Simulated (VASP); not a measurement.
# Sr (Im-3m) in VASP: a series of runs, part 2 of 2

VASP 6.6.1.

## (3) Single point, PBE (strained)

File INCAR:

```
SYSTEM = Sr
PREC = Accurate
ENCUT = 520
EDIFF = 1E-6
ISMEAR = 0
SIGMA = 0.1
LREAL = .FALSE.
LASPH = .TRUE.
NELM = 100
ALGO = Fast
ISIF = 2
LWAVE = .FALSE.
LCHARG = .FALSE.
GGA = PE
NBANDS = 11
```

File KPOINTS:

```
regular mesh
0
G
  12 12 12
  0 0 0
```

File POSCAR:

```
Sr
1.0
   -2.3627987500      2.3627987500      2.3627987500
    2.3627987500     -2.3627987500      2.3627987500
    2.3627987500      2.3627987500     -2.3627987500
Sr
1
Direct
    0.0000000000      0.0000000000      0.0000000000
```

Potentials or basis: VASP PAW PBE potentials, release 64 (Sr_sv).

Launch:

```console
$ cat potpaw_PBE.64/Sr_sv/POTCAR > POTCAR
$ mpirun -np 1 vasp_std > vasp.out
```

Run time: 53 s. Hardware: 1 thread of Intel Xeon 8259CL, shared host; peak memory 0.19 GiB.

Results (log left out):

```yaml
Free_energy: -1.6331 eV
Pressure: 0.2 GPa
Band_gap_on_the_k_mesh: zero (bands 5 and 6 overlap by 0.55 eV)
```

Levels at points of the mesh, in eV from the Fermi level:
```
           k point  band 3  band 4  band 5  band 6  band 7  band 8
(0.00, 0.00, 0.00)  -18.41  -18.41   -3.71    2.42    2.42    2.42
(0.50, 0.00, 0.00)  -18.49  -18.42   -1.03    0.28    1.22    3.62
(0.50, 0.50, 0.50)  -18.58  -18.58   -0.20   -0.20    3.79    3.79
```

Caveat: the cell differs from its parent crystal (strained).

## (4) Single point, PBE (strained)

File INCAR:

```
PREC     = Accurate       # precision mode
ENCUT    = 520            # plane-wave cutoff, eV
EDIFF    = 1E-6           # SCF threshold, eV
ISMEAR   = 0              # smearing method
SIGMA    = 0.1            # smearing width, eV
LREAL    = False          # projectors in reciprocal space
LASPH    = True           # aspherical terms in the spheres
NELM     = 80             # most SCF steps
ALGO     = Normal         # electronic algorithm
ISIF     = 2              # what is computed and relaxed
LWAVE    = False          # write WAVECAR
LCHARG   = False          # write CHGCAR
GGA      = PE             # functional
NBANDS   = 11             # bands
```

File KPOINTS:

```
regular mesh
0
Gamma
  12 12 12
```

File POSCAR:

```
Sr
1.0
   -2.3886977500      2.3886977500      2.3886977500
    2.3886977500     -2.3886977500      2.3886977500
    2.3886977500      2.3886977500     -2.3886977500
Sr
1
Direct
    0.0000000000      0.0000000000      0.0000000000
```

Launch:

```console
$ cat potpaw_PBE.64/Sr_sv/POTCAR > POTCAR
$ mpirun -np 1 vasp_std > vasp.out
```

Wall time 34 s (1 thread of Intel Xeon 8259CL, shared host); peak memory 0.2 GiB.

It converged, with:

```
Free energy            : -1.6337 eV
Pressure               : -0.1 GPa
Band gap on the k mesh : zero (bands 5 and 6 overlap by 0.49 eV)
```

Levels at points of the mesh, in eV from the Fermi level:
```csv
k point,band 3,band 4,band 5,band 6,band 7,band 8
"(0.00, 0.00, 0.00)",-18.50,-18.50,-3.67,2.37,2.37,2.37
"(0.50, 0.00, 0.00)",-18.56,-18.50,-1.02,0.22,1.21,3.52
"(0.50, 0.50, 0.50)",-18.64,-18.64,-0.16,-0.16,3.64,3.64
```

Caveat: the cell differs from its parent crystal (strained).

## (5) Single point, PBE (strained)

File INCAR:

```
SYSTEM = Sr
PREC = Accurate
ENCUT = 520
EDIFF = 1E-6
ISMEAR = 0
SIGMA = 0.1
LREAL = .FALSE.
LASPH = .TRUE.
NELM = 100
ALGO = Normal
ISIF = 2
LWAVE = .FALSE.
LCHARG = .TRUE.
GGA = PE
LELF = .TRUE.
LVHAR = .TRUE.
NBANDS = 11
```

File KPOINTS:

```
Automatic mesh
0
G
  12 12 12
  0 0 0
```

File POSCAR:

```
Sr
1.0
   -2.5392902500      2.5392902500      2.5392902500
    2.5392902500     -2.5392902500      2.5392902500
    2.5392902500      2.5392902500     -2.5392902500
Sr
1
Direct
    0.0000000000      0.0000000000      0.0000000000
```

Potentials or basis: VASP PAW PBE potentials, release 64 (Sr_sv).

Launch:

```console
$ cat potpaw_PBE.64/Sr_sv/POTCAR > POTCAR
$ mpirun -np 1 vasp_std > vasp.out
```

OUTCAR:

```text
SYSTEM = Sr
   PREC = Accurate
   ENCUT = 520
   EDIFF = 1E-6
   ISMEAR = 0
   LREAL = .FALSE.
   LASPH = .TRUE.
   NELM = 100
   ISIF = 2
   GGA = PE

 ion  position               nearest neighbor table
   1  0.000  0.000  0.000-

  LATTYP: Found a body centered cubic cell.
 ALAT       =     5.0785805000

  Lattice vectors:

 A1 = (  -2.5392902500,   2.5392902500,   2.5392902500)
 A2 = (   2.5392902500,  -2.5392902500,   2.5392902500)
 A3 = (   2.5392902500,   2.5392902500,  -2.5392902500)

Analysis of symmetry for initial positions (statically):
=====================================================================
 Subroutine PRICEL returns:
 Original cell was already a primitive cell.

 Routine SETGRP: Setting up the symmetry group for a
 body centered cubic supercell.

 Subroutine GETGRP returns: Found 48 space group operations
 (whereof 48 operations were pure point group operations)
 out of a pool of 48 trial point group operations.

The static configuration has the point symmetry O_h .

Analysis of symmetry for dynamics (positions and initial velocities):
[... 160 lines left out ...]
 val. band max:        1.0560984246   @ k =   0.5000   0.5000   0.1667
 cond. band min:       1.0635119669   @ k =   0.5000   0.5000   0.0833
 fundamental gap:      0.0074135423
 Fermi energy:         1.0610994678

 k-point     1 :       0.0000    0.0000    0.0000
  band No.  band energies     occupation
      1     -35.9516      2.00000
      2     -17.8557      2.00000
      3     -17.8557      2.00000
      4     -17.8557      2.00000
      5      -2.3401      2.00000
      6       3.1850      0.00000
      7       3.1850      0.00000
      8       3.1850      0.00000
      9       4.3167      0.00000
     10       4.3167      0.00000
     11       8.4771      0.00000
[... 309 lines left out ...]
 k-point    24 :       0.4167    0.0833    0.0833
  band No.  band energies     occupation
      1     -35.9451      2.00000
      2     -17.9520      2.00000
      3     -17.8954      2.00000
      4     -17.8620      2.00000
      5       0.3306      2.00000
      6       1.0815      0.77295
      7       2.0337      0.00000
      8       4.1339      0.00000
      9       4.7078      0.00000
     10       5.2853      0.00000
     11       5.8113      0.00000

 [... further k-points ...]
[... 5 lines left out ...]
  --------------------------------------------------------------------------------------
  -------------------------------------------------------------------------------------
  Total       -0.6444735     -0.6444735     -0.6444735      0.0000000      0.0000000      0.0000000
  in kB      -15.7658941    -15.7658941    -15.7658941      0.0000000      0.0000000      0.0000000
  external PRESSURE =     -15.7658941 kB  Pullay stress =       0.0000000 kB

 VOLUME and BASIS-vectors are now :
 -----------------------------------------------------------------------------
  energy-cutoff  :      520.00
  volume of cell :       65.49
      direct lattice vectors                 reciprocal lattice vectors
    -2.539290250  2.539290250  2.539290250     0.000000000  0.196905415  0.196905415
     2.539290250 -2.539290250  2.539290250     0.196905415  0.000000000  0.196905415
     2.539290250  2.539290250 -2.539290250     0.196905415  0.196905415  0.000000000

 POSITION                                       TOTAL-FORCE (eV/Angst)
 -----------------------------------------------------------------------------------
      0.00000      0.00000      0.00000         0.000000      0.000000     -0.000000
 -----------------------------------------------------------------------------------
    total drift:                               -0.000000      0.000000      0.000000

  FREE ENERGIE OF THE ION-ELECTRON SYSTEM (eV)
  ---------------------------------------------------
  free  energy   TOTEN  =        -1.5674910203 eV

  energy  without entropy=       -1.5580655468  energy(sigma->0) =       -1.56277828
```

Run time: 56 s. Hardware: 1 thread of Intel Xeon 8259CL, shared host; peak memory 0.23 GiB.

Results:

```
Free energy            : -1.5675 eV
Pressure               : -1.6 GPa
Band gap on the k mesh : zero (bands 5 and 6 overlap by 0.28 eV)
```

Levels at points of the mesh, in eV from the Fermi level:
| k point | band 3 | band 4 | band 5 | band 6 | band 7 | band 8 |
| --- | --- | --- | --- | --- | --- | --- |
| (0.00, 0.00, 0.00) | -18.92 | -18.92 | -3.40 | 2.12 | 2.12 | 2.12 |
| (0.50, 0.00, 0.00) | -18.95 | -18.92 | -0.94 | 0.01 | 1.16 | 3.02 |
| (0.50, 0.50, 0.50) | -18.99 | -18.99 | 0.03 | 0.03 | 2.96 | 2.96 |

Caveat: the cell differs from its parent crystal (strained).

## (6) Summary

```csv
cell,gap on the mesh (eV),pressure (GPa)
"a = 4.049 Å, angles 109.5°, 1 atom",none,0.7
"a = 4.092 Å, angles 109.5°, 1 atom",none,0.2
"a = 4.137 Å, angles 109.5°, 1 atom",none,-0.1
"a = 4.398 Å, angles 109.5°, 1 atom",none,-1.6
```

Alike in all rows: task single point; level PBE; potentials or basis VASP PAW PBE potentials, release 64 (Sr_sv); no spin polarisation; k mesh 12 × 12 × 12; cutoff (eV) 520; smearing gaussian 0.1 eV.

Absolute energies hang on the potentials; compare differences alone.
